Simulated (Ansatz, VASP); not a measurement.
## Sc: VASP beside Ansatz

```xyz
2
Lattice="3.3292 0.0000 0.0000 -1.6646 2.8831 0.0000 0.0000 0.0000 5.1872" Properties=species:S:1:pos:R:3 pbc="T T T"
Sc    0.0000    1.9221    3.8904
Sc    1.6646    0.9610    1.2968
```

Alike in both runs: task single point; functional r2SCAN; k mesh 14 × 14 × 8; occupations gaussian, width 0.05 eV; no spin polarisation.

```csv
,VASP,Ansatz
version,VASP 6.6.1,Ansatz 0.2.0
potentials or method,"VASP PAW PBE potentials, release 64 (Sc_sv), cutoff 520 eV","scalar-relativistic, plane waves, PAW"
valence electrons in the cell,22,22
```

VASP gave:

| Item | Value |
| --- | --- |
| gap on the k mesh at the Fermi level (eV) | none |
| pressure (GPa) | 0.2 |
| traceless stress, the component that is largest in VASP (GPa) | 0.08 |

Task: Which values does Ansatz return?

Result: gap on the k mesh at the Fermi level (eV): none; pressure (GPa): 0.0; traceless stress, the component that is largest in VASP (GPa): 0.08.

VASP's potentials were made for PBE, not for r2SCAN. A gap of «none» marks a metal or a gap that the smearing closes. With one functional, cell and mesh, what is left measures potentials, basis and numerics.
